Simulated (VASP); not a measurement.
# HgTe (F-43m) in VASP: a series of runs

The runs below take HgTe through single point, with PBEsol.

Everything below comes from runs of VASP 6.6.1. Logs are shortened: lines on timing, memory, paths and dates and some standing lists are left out, and cuts for length are marked.

### Step 1. The cell of the first run

It takes space group F-43m (No. 216, cubic). Conventional cell: a = 6.447 Å, b = 6.447 Å, c = 6.447 Å, α = 90.00°, β = 90.00°, γ = 90.00°. Hg (site symmetry -43m) has 4 Te at 2.79 Å within 3.7 Å. Te (site symmetry -43m) has 4 Hg at 2.79 Å within 3.7 Å.

### Step 2. Single point, PBEsol

Input file INCAR:

```
PREC     = Accurate       # precision mode
ENCUT    = 520            # plane-wave cutoff, eV
EDIFF    = 1E-7           # SCF threshold, eV
ISMEAR   = 0              # smearing method
SIGMA    = 0.15           # smearing width, eV
LREAL    = F              # projectors in reciprocal space
LASPH    = T              # aspherical terms in the spheres
NELM     = 80             # most SCF steps
ALGO     = Normal         # electronic algorithm
ISIF     = 2              # what is computed and relaxed
LWAVE    = F              # write WAVECAR
LCHARG   = F              # write CHGCAR
GGA      = PS             # functional
NBANDS   = 16             # bands
```

Input file KPOINTS:

```
Automatic mesh
0
Gamma
  14 14 14
```

Input file POSCAR:

```
HgTe
1.0
    0.0000000000      3.2235000000      3.2235000000
    3.2235000000      0.0000000000      3.2235000000
    3.2235000000      3.2235000000      0.0000000000
Hg Te
1 1
Direct
    0.0000000000      0.0000000000      0.0000000000
    0.7500000000      0.7500000000      0.7500000000
```

Potentials or basis: VASP PAW PBE potentials, release 64 (Hg, Te).

The run is started by

```bash
> cat potpaw_PBE.64/Hg/POTCAR potpaw_PBE.64/Te/POTCAR > POTCAR
> mpirun -np 1 vasp_std > vasp.out
```

OUTCAR:

```text
PREC = Accurate
   ENCUT = 520
   EDIFF = 1E-7
   ISMEAR = 0
   LREAL = F
   LASPH = T
   NELM = 80
   ISIF = 2
   GGA = PS

 ion  position               nearest neighbor table
   1  0.000  0.000  0.000-   2 2.79   2 2.79   2 2.79   2 2.79
   2  0.750  0.750  0.750-   1 2.79   1 2.79   1 2.79   1 2.79

  LATTYP: Found a face centered cubic cell.
 ALAT       =     6.4470000000

  Lattice vectors:

 A1 = (   0.0000000000,   3.2235000000,   3.2235000000)
 A2 = (   3.2235000000,   0.0000000000,   3.2235000000)
 A3 = (   3.2235000000,   3.2235000000,   0.0000000000)

Analysis of symmetry for initial positions (statically):
=====================================================================
 Subroutine PRICEL returns:
 Original cell was already a primitive cell.

 Routine SETGRP: Setting up the symmetry group for a
 face centered cubic supercell.

 Subroutine GETGRP returns: Found 24 space group operations
 (whereof 24 operations were pure point group operations)
 out of a pool of 48 trial point group operations.

The static configuration has the point symmetry T_d .

Analysis of symmetry for dynamics (positions and initial velocities):
=====================================================================
 Subroutine PRICEL returns:
 Original cell was already a primitive cell.

 Routine SETGRP: Setting up the symmetry group for a
 face centered cubic supercell.

 Subroutine GETGRP returns: Found 24 space group operations
 (whereof 24 operations were pure point group operations)
 out of a pool of 48 trial point group operations.

The dynamic configuration has the point symmetry T_d .

 Subroutine INISYM returns: Found 24 space group operations
 (whereof 24 operations are pure point group operations),
 and found     1 'primitive' translations

----------------------------------------------------------------------------------------

                                     Primitive cell

  volume of cell :      66.9905

  direct lattice vectors                    reciprocal lattice vectors
     0.000000000  3.223500000  3.223500000    -0.155110904  0.155110904  0.155110904
     3.223500000  0.000000000  3.223500000     0.155110904 -0.155110904  0.155110904
     3.223500000  3.223500000  0.000000000     0.155110904  0.155110904 -0.155110904

  length of vectors
     4.558717418  4.558717418  4.558717418     0.268659967  0.268659967  0.268659967

  position of ions in fractional coordinates (direct lattice)
     0.000000000  0.000000000  0.000000000
     0.750000000  0.750000000  0.750000000

  ion indices of the primitive-cell ions
   primitive index   ion index
                 1           1
                 2           2

----------------------------------------------------------------------------------------

 KPOINTS: Automatic mesh

Automatic generation of k-mesh.
 Grid dimensions read from file:
 generate k-points for:   14   14   14

 Generating k-lattice:

  Cartesian coordinates                     Fractional coordinates (reciprocal lattice)
    -0.011079350  0.011079350  0.011079350     0.071428571  0.000000000  0.000000000
     0.011079350 -0.011079350  0.011079350     0.000000000  0.071428571  0.000000000
     0.011079350  0.011079350 -0.011079350     0.000000000  0.000000000  0.071428571

  Length of vectors
     0.019189998  0.019189998  0.019189998

  Shift w.r.t. Gamma in fractional coordinates (k-lattice)
     0.000000000  0.000000000  0.000000000

 Subroutine IBZKPT returns following result:
 ===========================================

 Found    104 irreducible k-points:

 Following reciprocal coordinates:
            Coordinates               Weight
  0.000000  0.000000  0.000000      1.000000
  0.071429  0.000000  0.000000      8.000000
  0.142857  0.000000  0.000000      8.000000
  0.214286  0.000000  0.000000      8.000000
  0.285714  0.000000  0.000000      8.000000
  0.357143  0.000000  0.000000      8.000000
[... 16 lines left out ...]
  0.214286  0.142857  0.000000     24.000000
  0.285714  0.142857  0.000000     24.000000
 [... further k-points ...]
   k-points           NKPTS =    104   k-points in BZ     NKDIM =    104   number of bands    NBANDS=     16
   number of dos      NEDOS =    301   number of ions     NIONS =      2
   total plane-waves  NPLWV =  46656
   dimension x,y,z NGX =    36 NGY =   36 NGZ =   36
   dimension x,y,z NGXF=    72 NGYF=   72 NGZF=   72
   ions per type =               1   1
   NGX,Y,Z   is equivalent  to a cutoff of  13.13, 13.13, 13.13 a.u.
   NGXF,Y,Z  is equivalent  to a cutoff of  26.26, 26.26, 26.26 a.u.
 SYSTEM =  unknown system
   PREC   = accura    normal or accurate (medium, high low for compatibility)
   ISTART =      0    job   : 0-new  1-cont  2-samecut
   ICHARG =      2    charge: 1-file 2-atom 10-const
   ISPIN  =      1    spin polarized calculation?
   LNONCOLLINEAR =      F non collinear calculations
   LSORBIT =      F    spin-orbit coupling
   LASPH  =      T    aspherical Exc in radial PAW
   ENCUT  =  520.0 eV  38.22 Ry    6.18 a.u.   8.48  8.48  8.48*2*pi/ulx,y,z
   NELM   =     80;   NELMIN=  2; NELMDL= -5     # of ELM steps
   EDIFF  = 0.1E-06   stopping-criterion for ELM
   LREAL  =      F    real-space projection
   EDIFFG = 0.1E-05   stopping-criterion for IOM
   NSW    =      0    number of steps for IOM
   IBRION =     -1    ionic relax: 0-MD 1-quasi-New 2-CG
   NFREE  =      0    steps in history (QN), initial steepest desc. (CG)
   ISIF   =      2    stress and relaxation
   ISYM   =      2    0-nonsym 1-usesym 2-fastsym
   POTIM  = 0.5000    time-step for ionic-motion
   TEBEG  =    0.0;   TEEND  =   0.0 temperature during run
   PSTRESS=    0.0 pullay stress
   NELECT =      18.0000    total number of electrons
   NUPDOWN=      -1.0000    fix difference up-down
   EMIN   =  10.00;   EMAX   =-10.00  energy-range for DOS
   EFERMI =   0.00;   METHOD = LEGACY
   ISMEAR =     0;   SIGMA  =   0.15  broadening in eV -4-tet -1-fermi 0-gaus
   EFERMI_NEDOS =   21; number of points for ismear=-14 and -15
   IALGO  =     38    algorithm
   IMIX   =      4    mixing-type and parameters
     AMIX     =   0.40;   BMIX     =  1.00
     AMIX_MAG =   1.60;   BMIX_MAG =  1.00
  volume/ion in A,a.u.               =      33.50       226.04
  Fermi-wavevector in a.u.,A,eV,Ry     =   1.056399  1.996305 15.183815  1.115979
  Thomas-Fermi vector in A             =   2.191633
   LORBIT       =      0    0 simple, 1 ext, 2 COOP (PROOUT), +10 PAW based schemes
   GGA     = PS    functional components
   LHFCALC =     F    Hartree Fock is set to
   AEXX    =    0.0000 exact exchange contribution
   IVDW    =     0    specifies the selected vdW correction
   LEPSILON=     F    determine dielectric tensor
   LRPA    =     F    only Hartree local field effects (RPA)
 non-spin polarized calculation
 Gauss-broadening in eV      SIGMA  =   0.15
  energy-cutoff  :      520.00
  volume of cell :       66.99
 maximum number of plane-waves:      1829
 NGX is ok and might be reduce to    36
   NGX = 17   NGY = 17   NGZ = 17

 number of electron      18.0000001 magnetization

 Free energy of the ion-electron system (eV)
  ---------------------------------------------------
  ext. energy  EPLUGINS =         0.00000000
  ---------------------------------------------------
  free energy    TOTEN  =        -4.36783548 eV

  energy without entropy =       -4.36760815  energy(sigma->0) =       -4.36772182

 E-fermi :   3.1679     XC(G=0):  -8.9740

 val. band max:        3.0362223065   @ k =   0.0000   0.0000   0.0000
 cond. band min:       3.3829792187   @ k =   0.0714   0.0000   0.0000
 fundamental gap:      0.3467569121
 Fermi energy:         3.1678502010

 k-point     1 :       0.0000    0.0000    0.0000
  band No.  band energies     occupation
      1      -9.0458      2.00000
      2      -4.3564      2.00000
      3      -4.3564      2.00000
      4      -4.3564      2.00000
      5      -3.8107      2.00000
      6      -3.8107      2.00000
[... 8 lines left out ...]
     15      12.5860      0.00000
     16      12.5860      0.00000

 k-point     2 :       0.0714    0.0000    0.0000
  band No.  band energies     occupation
      1      -9.0193      2.00000
      2      -4.3489      2.00000
      3      -4.3489      2.00000
      4      -4.3485      2.00000
      5      -3.8117      2.00000
      6      -3.8117      2.00000
[... 8 lines left out ...]
     15      12.0628      0.00000
     16      12.0628      0.00000

 k-point     3 :       0.1429    0.0000    0.0000
  band No.  band energies     occupation
      1      -8.9438      2.00000
      2      -4.3283      2.00000
      3      -4.3283      2.00000
      4      -4.3196      2.00000
      5      -3.8135      2.00000
      6      -3.8135      2.00000
[... 8 lines left out ...]
     15      11.6294      0.00000
     16      11.6294      0.00000

 k-point     4 :       0.2143    0.0000    0.0000
  band No.  band energies     occupation
      1      -8.8309      2.00000
      2      -4.3000      2.00000
      3      -4.3000      2.00000
      4      -4.2553      2.00000
      5      -3.8136      2.00000
      6      -3.8136      2.00000
[... 8 lines left out ...]
     15      11.4531      0.00000
     16      11.4531      0.00000

 k-point     5 :       0.2857    0.0000    0.0000
  band No.  band energies     occupation
      1      -8.7003      2.00000
      2      -4.2713      2.00000
      3      -4.2713      2.00000
      4      -4.1354      2.00000
      5      -3.8097      2.00000
      6      -3.8097      2.00000
[... 8 lines left out ...]
     15      11.5928      0.00000
     16      11.5928      0.00000

 k-point     6 :       0.3571    0.0000    0.0000
  band No.  band energies     occupation
      1      -8.5776      2.00000
      2      -4.2485      2.00000
      3      -4.2485      2.00000
      4      -3.9411      2.00000
      5      -3.8016      2.00000
      6      -3.8016      2.00000
[... 8 lines left out ...]
     15      12.0344      0.00000
     16      12.0344      0.00000

 k-point     7 :       0.4286    0.0000    0.0000
  band No.  band energies     occupation
      1      -8.4897      2.00000
      2      -4.2348      2.00000
      3      -4.2348      2.00000
      4      -3.7931      2.00000
      5      -3.7931      2.00000
      6      -3.6803      2.00000
[... 8 lines left out ...]
     15      12.6511      0.00000
     16      12.6511      0.00000

 k-point     8 :       0.5000    0.0000    0.0000
  band No.  band energies     occupation
      1      -8.4578      2.00000
      2      -4.2303      2.00000
      3      -4.2303      2.00000
      4      -3.7894      2.00000
      5      -3.7894      2.00000
      6      -3.5051      2.00000
[... 8 lines left out ...]
     15      13.0452      0.00000
     16      13.0452      0.00000

 k-point     9 :       0.0714    0.0714    0.0000
  band No.  band energies     occupation
      1      -9.0105      2.00000
      2      -4.3545      2.00000
      3      -4.3421      2.00000
      4      -4.3421      2.00000
      5      -3.8165      2.00000
      6      -3.8076      2.00000
[... 8 lines left out ...]
     15      11.5127      0.00000
     16      12.6113      0.00000
[... 172 lines left out ...]
 k-point    19 :      -0.2143    0.0714    0.0000
  band No.  band energies     occupation
      1      -8.7691      2.00000
      2      -4.2900      2.00000
      3      -4.2774      2.00000
      4      -4.2147      2.00000
      5      -3.8244      2.00000
      6      -3.8009      2.00000
[... 8 lines left out ...]
     15      11.0672      0.00000
     16      11.9365      0.00000

 k-point    20 :      -0.1429    0.0714    0.0000
  band No.  band energies     occupation
      1      -8.8883      2.00000
      2      -4.3189      2.00000
      3      -4.3103      2.00000
      4      -4.2916      2.00000
      5      -3.8227      2.00000
      6      -3.8056      2.00000
[... 8 lines left out ...]
     15      11.1561      0.00000
     16      11.6149      0.00000

 k-point    21 :      -0.0714    0.0714    0.0000
  band No.  band energies     occupation
      1      -8.9764      2.00000
      2      -4.3405      2.00000
      3      -4.3387      2.00000
      4      -4.3286      2.00000
      5      -3.8174      2.00000
      6      -3.8085      2.00000
[... 8 lines left out ...]
     15      11.5104      0.00000
     16      11.7938      0.00000

 k-point    22 :       0.1429    0.1429    0.0000
  band No.  band energies     occupation
      1      -8.9094      2.00000
      2      -4.3444      2.00000
      3      -4.3007      2.00000
      4      -4.3007      2.00000
      5      -3.8306      2.00000
      6      -3.7987      2.00000
[... 8 lines left out ...]
     15      11.0136      0.00000
     16      12.6864      0.00000

 k-point    23 :       0.2143    0.1429    0.0000
  band No.  band energies     occupation
      1      -8.8249      2.00000
      2      -4.3253      2.00000
      3      -4.2702      2.00000
      4      -4.2638      2.00000
      5      -3.8362      2.00000
      6      -3.7935      2.00000
[... 8 lines left out ...]
     15      11.6524      0.00000
     16      12.5149      0.00000

 k-point    24 :       0.2857    0.1429    0.0000
  band No.  band energies     occupation
      1      -8.7115      2.00000
      2      -4.2905      2.00000
      3      -4.2377      2.00000
      4      -4.1956      2.00000
      5      -3.8327      2.00000
      6      -3.7885      2.00000
[... 8 lines left out ...]
     15      12.0076      0.00000
     16      12.4591      0.00000

 [... further k-points ...]
[... 5 lines left out ...]
  --------------------------------------------------------------------------------------
  -------------------------------------------------------------------------------------
  Total        0.5986202      0.5986202      0.5986202      0.0000000      0.0000000      0.0000000
  in kB       14.3168978     14.3168978     14.3168978      0.0000000      0.0000000      0.0000000
  external PRESSURE =      14.3168978 kB  Pullay stress =       0.0000000 kB

 VOLUME and BASIS-vectors are now :
 -----------------------------------------------------------------------------
  energy-cutoff  :      520.00
  volume of cell :       66.99
      direct lattice vectors                 reciprocal lattice vectors
     0.000000000  3.223500000  3.223500000    -0.155110904  0.155110904  0.155110904
     3.223500000  0.000000000  3.223500000     0.155110904 -0.155110904  0.155110904
     3.223500000  3.223500000  0.000000000     0.155110904  0.155110904 -0.155110904

 POSITION                                       TOTAL-FORCE (eV/Angst)
 -----------------------------------------------------------------------------------
      0.00000      0.00000      0.00000        -0.000000     -0.000000     -0.000000
      4.83525      4.83525      4.83525         0.000000      0.000000      0.000000
 -----------------------------------------------------------------------------------
    total drift:                                0.000000      0.000000      0.000000

  FREE ENERGIE OF THE ION-ELECTRON SYSTEM (eV)
  ---------------------------------------------------
  free  energy   TOTEN  =        -4.3678354807 eV

  energy  without entropy=       -4.3676081519  energy(sigma->0) =       -4.36772182
```

Run time: 68 s. Hardware: 1 thread of AMD EPYC 9R45 (Zen 5), shared host; peak memory 0.25 GiB.

What came out:

| Item | Value |
| --- | --- |
| Free energy | -4.3678 eV |
| Pressure | 1.4 GPa |
| Band gap on the k mesh | zero (filled and empty bands touch) |

Caveat: the PAW data sets were made with another functional, which shifts forces and pressure a little; spin-orbit coupling is left out, which moves the levels of the heavy elements.

[end of part 1 of 2]
